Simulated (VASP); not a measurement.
Input of a VASP 6.6.1 run:

Contents of INCAR:

```
SYSTEM = TaRu2
  PREC = Accurate
  ENCUT = 520
  EDIFF = 1E-6
  ISMEAR = 0
  SIGMA = 0.1
  LREAL = .False.
  LASPH = .True.
  NELM = 100
  ALGO = Fast
  ISIF = 2
  LWAVE = .False.
  LCHARG = .False.
  GGA = PE
  NBANDS = 26
```

File KPOINTS:

```
Automatic mesh
0
Gamma
  6 6 6
  0 0 0
```

Contents of POSCAR:

```
TaRu2
1.0
    4.6311068293      0.0000000000      0.0000000000
   -2.3155534147      4.0106561618      0.0000000000
    0.0000000000      0.0000000000      2.6839027549
Ta Ru
1 2
Direct
    0.0000000000      0.0000000000      0.0000000000
    0.3333333333      0.6666666667      0.0000000000
    0.6666666667      0.3333333333      0.0000000000
```

Potentials or basis: VASP PAW PBE potentials, release 64 (Ta_pv, Ru_pv).

Launch:

```sh
$ cat potpaw_PBE.64/Ta_pv/POTCAR potpaw_PBE.64/Ru_pv/POTCAR > POTCAR
$ mpirun -np 1 vasp_std > vasp.out
```

What does it give for the pressure?

0.3 GPa.

Stress tensor (GPa, compression positive):
```
0.39 0.00 0.00
0.00 0.39 0.00
0.00 0.00 0.09
```

Caveat: the k points lie up to 0.39 Å⁻¹ apart.
